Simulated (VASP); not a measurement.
# Al16NO22 (a cell with a defect) in VASP: single point with r2SCAN+D3(BJ)

Aim: the single point of Al16NO22 (a cell with a defect) with r2SCAN+D3(BJ).

Program: VASP 6.6.1. These are calculated values, not measurements. Logs are shortened: lines on timing, memory, paths and dates and some standing lists are left out, and cuts for length are marked.

### 1 The cell of the first run

The cell holds a defect, 39 atoms: a = 6.968 Å, b = 6.968 Å, c = 6.968 Å, α = 85.75°, β = 85.75°, γ = 85.75°.

### 2 Single point, r2SCAN+D3(BJ)

The input, POSCAR:

```
Al16NO22
1.0
   -4.7406000000     -2.7369870000      4.3108670000
    4.7406000000     -2.7369870000      4.3108670000
    0.0000000000      5.4739730000      4.3108670000
Al O N
16 22 1
Direct
    0.3213337552      0.3653697423      0.3423393841
    0.1355441850      0.1466735779      0.1513908359
    0.6444786135      0.6460509883      0.6518453312
    0.8549374375      0.8438225997      0.8551471003
    0.8402757823      0.8580794358      0.3583762933
    0.6405992621      0.6490568413      0.1486183782
    0.1517729818      0.1485360497      0.6512357506
    0.3562952478      0.3532460557      0.8516038211
    0.8593229988      0.3577101228      0.8572827875
    0.6703455147      0.1378551127      0.6623360419
    0.1423344973      0.6602742096      0.1427384820
    0.3454306524      0.8519300407      0.3536103761
    0.3529525290      0.8532233808      0.8495207749
    0.1491023269      0.6513613236      0.6482727638
    0.6487753634      0.1379100721      0.1330163321
    0.8654176878      0.3648671245      0.3535255906
    0.5989756797      0.3959051823      0.7379714854
    0.7402267034      0.5913906911      0.4061383748
    0.4009992996      0.7507541829      0.5964206087
    0.3967030409      0.5966524144      0.2516186995
    0.2538031727      0.4044596296      0.5931481088
    0.0982636109      0.9052587170      0.7504009548
    0.2516913593      0.1051727751      0.4018424089
    0.9089816363      0.2607750801      0.6063931857
    0.7465517919      0.8940443034      0.6069926149
    0.0911675366      0.7532727554      0.4038779697
    0.0936879744      0.4118259738      0.2390096013
    0.2507046360      0.5977849634      0.9026226478
    0.8974391701      0.7571459583      0.1022584486
    0.9063328221      0.5979524483      0.7541246969
    0.7426669409      0.4111924440      0.0930160116
    0.1037616893      0.2500201798      0.9062423904
    0.5829216652      0.8986371865      0.2469985359
    0.7602900029      0.0931303607      0.9019583108
    0.4085600572      0.2534003727      0.1052246862
    0.4126763417      0.0984939597      0.7445896188
    0.2429219543      0.9076352817      0.0960070862
    0.5932867912      0.7466810873      0.9040370977
    0.8487858530      0.1177368297      0.2927762007
```

The input, INCAR.step1:

```
SYSTEM = Al16NO22
ALGO     = Normal         ! electronic algorithm
EDIFF    = 1E-4           ! SCF threshold, eV
ENCUT    = 520            ! plane-wave cutoff, eV
GGA      = PE             ! functional
ISMEAR   = -1             ! smearing method
LASPH    = .True.         ! aspherical terms in the spheres
LCHARG   = .False.        ! write CHGCAR
LREAL    = Auto         
LWAVE    = .True.         ! write WAVECAR
NBANDS   = 118            ! bands
NELECT   = 184.0        
NELM     = 80             ! most SCF steps
PREC     = Accurate       ! precision mode
SIGMA    = 0.02           ! smearing width, eV
```

The input, INCAR.step2:

```
SYSTEM = Al16NO22
ALGO     = Normal         ! electronic algorithm
EDIFF    = 1E-6           ! SCF threshold, eV
ENCUT    = 520            ! plane-wave cutoff, eV
ISIF     = 2              ! what is computed and relaxed
ISMEAR   = -1             ! smearing method
ISTART   = 1            
IVDW     = 12             ! dispersion correction
LASPH    = .True.         ! aspherical terms in the spheres
LCHARG   = .False.        ! write CHGCAR
LMIXTAU  = .True.       
LREAL    = Auto         
LWAVE    = .False.        ! write WAVECAR
METAGGA  = R2SCAN         ! meta-GGA
NBANDS   = 118            ! bands
NELECT   = 184.0        
NELM     = 80             ! most SCF steps
PREC     = Accurate       ! precision mode
SIGMA    = 0.02           ! smearing width, eV
VDW_A1   = 0.49484001   
VDW_A2   = 5.73083694   
VDW_S6   = 1.0          
VDW_S8   = 0.78981345
```

The input, KPOINTS:

```
k-points
0
Gamma
  2 2 2
  0 0 0
```

Potentials or basis: VASP PAW PBE potentials, release 64 (Al, O, N).

Started as:

```console
$ cat potpaw_PBE.64/Al/POTCAR potpaw_PBE.64/O/POTCAR potpaw_PBE.64/N/POTCAR > POTCAR
$ cp INCAR.step1 INCAR
$ mpirun -np 1 vasp_std > vasp.out
$ cp INCAR.step2 INCAR
$ mpirun -np 1 vasp_std > vasp.out
```

OUTCAR:

```text
SYSTEM = Al16NO22
   EDIFF = 1E-6
   ENCUT = 520
   ISIF = 2
   ISMEAR = -1
   ISTART = 1
   IVDW = 12
   LASPH = .True.
   LREAL = Auto
   METAGGA = R2SCAN
   NELECT = 184.0
   NELM = 80
   PREC = Accurate
 IVDW          = 12

 ion  position               nearest neighbor table
   1  0.321  0.365  0.342-  20 1.79  27 1.79  21 1.81  35 1.92  23 1.92   2 2.57  11 2.68   7 2.78
                            15 3.03  14 3.14  16 3.17   6 3.24
   2  0.136  0.147  0.151-  32 1.83  37 1.83  23 1.97  27 1.98  35 2.09  39 2.18   1 2.57  16 2.71
                            12 2.79   8 2.86   9 3.13   5 3.18  13 3.26
   3  0.644  0.646  0.652-  17 1.84  18 1.85  19 1.85  25 1.91  38 1.94  30 2.00   4 2.64  13 2.75
                             5 2.77   9 2.79   8 3.15  16 3.20  12 3.24
   4  0.855  0.844  0.855-  29 1.82  34 1.85  22 1.86  30 1.90  25 1.94  38 1.99   3 2.64  10 2.67
                            14 2.74   6 2.77  11 3.08  15 3.12   7 3.25
   5  0.840  0.858  0.358-  25 1.83  39 1.84  26 1.88  29 1.97  33 2.00  18 2.03   6 2.67  15 2.74
                             3 2.77  11 2.83  10 3.10   2 3.18  14 3.25
   6  0.641  0.649  0.149-  31 1.81  38 1.83  20 1.85  33 1.92  18 1.97  29 1.99   5 2.67   4 2.77
                            12 2.77  16 2.80  13 3.18   9 3.20   1 3.24
   7  0.152  0.149  0.651-  22 1.84  24 1.85  23 1.86  32 1.96  21 1.97  36 1.97   8 2.63  13 2.75
                             1 2.78   9 2.79  12 3.19  16 3.20   4 3.25  10 3.36
   8  0.356  0.353  0.852-  17 1.85  28 1.85  35 1.90  32 1.95  36 1.98  21 1.98   7 2.63  14 2.80
                            10 2.86   2 2.86   3 3.15  15 3.15  11 3.26
   9  0.859  0.358  0.857-  30 1.81  31 1.83  32 1.85  24 1.92  34 2.01  17 2.04  10 2.61  15 2.77
                             3 2.79   7 2.79   2 3.13  14 3.18   6 3.20
  10  0.670  0.138  0.662-  25 1.80  34 1.82  36 1.88  24 1.93  17 1.93   9 2.61   4 2.67   8 2.86
                            16 2.89   5 3.10  13 3.22  15 3.27   7 3.36
  11  0.142  0.660  0.143-  29 1.82  28 1.85  27 1.86  37 1.91  26 1.98  20 1.99  12 2.61   1 2.68
                            13 2.75   5 2.83   4 3.08  16 3.14   8 3.26
  12  0.345  0.852  0.354-  33 1.80  19 1.84  23 1.88  26 1.95  20 1.96  37 1.98  11 2.61  14 2.74
                             6 2.77   2 2.79   7 3.19   3 3.24  15 3.24
  13  0.353  0.853  0.850-  38 1.84  36 1.87  37 1.88  19 1.95  22 1.95  28 1.97  14 2.62   7 2.75
                             3 2.75  11 2.75   6 3.18  10 3.22   2 3.26
  14  0.149  0.651  0.648-  30 1.85  26 1.86  21 1.87  19 1.93  22 1.95  28 1.96  13 2.62  12 2.74
                             4 2.74   8 2.80   1 3.14   9 3.18   5 3.25
  15  0.649  0.138  0.133-  34 1.77  35 1.82  39 1.84  33 1.87  31 2.05   5 2.74   9 2.77  16 2.86
                             1 3.03   4 3.12   8 3.15  12 3.24  10 3.27
  16  0.865  0.365  0.354-  27 1.77  18 1.79  39 1.82  24 1.89  31 2.06   2 2.71   6 2.80  15 2.86
[... 22 lines left out ...]
  38  0.593  0.747  0.904-   6 1.83  13 1.84   3 1.94   4 1.99
  39  0.849  0.118  0.293-  16 1.82   5 1.84  15 1.84   2 2.18

  LATTYP: Found a trigonal (rhomboedric) cell.
 ALAT       =     6.9676362345
 COS(alpha) =     0.0741819333

  Lattice vectors:

 A1 = (  -4.7406000000,  -2.7369870000,   4.3108670000)
 A2 = (   4.7406000000,  -2.7369870000,   4.3108670000)
[... 204 lines left out ...]
     AMIX     =   0.40;   BMIX     =  1.00
     AMIX_MAG =   1.60;   BMIX_MAG =  1.00
  volume/ion in A,a.u.               =       8.61        58.07
  Fermi-wavevector in a.u.,A,eV,Ry     =   1.339903  2.532050 24.427098  1.795341
  Thomas-Fermi vector in A             =   2.468258
   LORBIT       =      0    0 simple, 1 ext, 2 COOP (PROOUT), +10 PAW based schemes
   METAGGA = R2SCAN    functional components
   LHFCALC =     F    Hartree Fock is set to
   AEXX    =    0.0000 exact exchange contribution
   IVDW    =    12    specifies the selected vdW correction
   LEPSILON=     F    determine dielectric tensor
   LRPA    =     F    only Hartree local field effects (RPA)
 non-spin polarized calculation
  energy-cutoff  :      520.00
  volume of cell :      335.60
 maximum number of plane-waves:      9044
 NGX is ok and might be reduce to    54
   NGX = 25   NGY = 25   NGZ = 25

 number of electron     183.9999993 magnetization

 Free energy of the ion-electron system (eV)
  ---------------------------------------------------
  ext. energy  EPLUGINS =         0.00000000
  ---------------------------------------------------
  free energy    TOTEN  =      -379.63021741 eV

  energy without entropy =     -379.63021741  energy(sigma->0) =     -379.63021741

 E-fermi :   7.5988     XC(G=0): -12.1119

 val. band max:        7.0588239059   @ k =   0.5000   0.5000   0.5000
 cond. band min:       9.9276712679   @ k =   0.0000   0.0000   0.0000
 fundamental gap:      2.8688473620
 Fermi energy:         7.5988193494

 k-point     1 :       0.0000    0.0000    0.0000
  band No.  band energies     occupation
      1     -14.5096      2.00000
      2     -13.6627      2.00000
      3     -13.3786      2.00000
      4     -13.1778      2.00000
      5     -12.8863      2.00000
      6     -12.7160      2.00000
[... 845 lines left out ...]
    103      16.5736      0.00000
    104      16.6758      0.00000
 [bands above 104 left out]

------------------------ aborting loop because EDIFF is reached ----------------------------------------

 Edisp (eV)   -4.43004

 E8    (eV) :    -1.2904

  FORCE on cell =-STRESS in cart. coord.  units (eV):
  Direction    XX          YY          ZZ          XY          YZ          ZX
  --------------------------------------------------------------------------------------
  -------------------------------------------------------------------------------------
  Total      -6.80444    -3.80994    -1.88282    -5.92610    -0.55916    -3.26993
  in kB     -32.48489   -18.18892    -8.98872   -28.29163    -2.66945   -15.61090
  external pressure =      -19.89 kB  Pullay stress =        0.00 kB

 VOLUME and BASIS-vectors are now :
 -----------------------------------------------------------------------------
  energy-cutoff  :      520.00
  volume of cell :      335.60
      direct lattice vectors                 reciprocal lattice vectors
    -4.740600000 -2.736987000  4.310867000    -0.105471881 -0.060894219  0.077323961
     4.740600000 -2.736987000  4.310867000     0.105471881 -0.060894219  0.077323961
     0.000000000  5.473973000  4.310867000     0.000000000  0.121788439  0.077323975

 POSITION                                       TOTAL-FORCE (eV/Angst)
 -----------------------------------------------------------------------------------
      0.20876     -0.00554      4.43607         0.021743     -0.025780     -0.111058
      0.05276      0.05628      1.86923         0.341529      0.478050     -0.326161
      0.00745      0.03602      8.37332         0.040740     -0.036727     -0.023023
     -0.05269      0.03157     11.00955        -0.011207     -0.022643     -0.008886
      0.08440     -2.68663      8.86630        -0.129817     -0.089649      0.025127
      0.04009     -2.71624      6.20021         0.043962     -0.002364      0.050295
[... 31 lines left out ...]
      0.72718      1.28120      9.67361         0.024653     -0.031826      0.043393
     -3.46561     -1.04271      5.42867        -0.960573     -1.047205      0.059585
 -----------------------------------------------------------------------------------
    total drift:                               -0.002699      0.032629      0.000946

  FREE ENERGIE OF THE ION-ELECTRON SYSTEM (eV)
  ---------------------------------------------------
  free  energy   TOTEN  =      -384.0602610056 eV

  energy  without entropy=     -384.0602610056  energy(sigma->0) =     -384.06026101
```

It took 14 min on 1 thread of Intel Xeon 6975P-C (Granite Rapids), shared host; peak memory 0.57 GiB.

Results:

```
Free energy                : -384.0603 eV
Largest force              : 1.422 eV/Å
Dispersion energy per atom : -0.114 eV
```

Forces in eV/Å, atoms in the order of the input:
```
Al   0.022 -0.026 -0.111
Al   0.342  0.478 -0.326
Al   0.041 -0.037 -0.023
Al  -0.011 -0.023 -0.009
Al  -0.130 -0.090  0.025
Al   0.044 -0.002  0.050
Al   0.055  0.007 -0.026
Al   0.041  0.181  0.010
Al   0.026 -0.009  0.028
Al   0.132  0.399  0.162
Al  -0.013 -0.009  0.028
Al   0.052 -0.024  0.038
Al   0.040  0.042  0.012
Al  -0.029 -0.012 -0.002
Al  -0.091 -0.030  0.091
Al  -0.073 -0.045 -0.075
O    0.052  0.079  0.015
O   -0.019  0.022 -0.009
O    0.022  0.006  0.014
O    0.000 -0.036  0.058
O    0.006  0.028 -0.030
O    0.012  0.007 -0.007
O   -0.011  0.040  0.057
O    0.102  0.035 -0.211
O    0.149 -0.157 -0.004
O   -0.049  0.012  0.016
O    0.087 -0.029  0.066
O    0.019  0.001 -0.001
O   -0.063  0.027 -0.101
O    0.055 -0.037 -0.049
O    0.044  0.095 -0.011
O    0.057  0.001 -0.027
O    0.029  0.007  0.200
O   -0.006  0.019 -0.011
O   -0.050  0.072  0.047
O    0.042  0.061  0.010
O    0.012  0.025  0.004
O    0.025 -0.032  0.043
N   -0.961 -1.047  0.060
```

Caveat: the k points lie up to 0.45 Å⁻¹ apart; the cell carries a net charge on a neutralising background, which shifts energy and pressure; the cell is charged against a uniform background, so pressure and absolute levels hang on convention; the PAW data sets were made with another functional, which shifts forces and pressure a little.
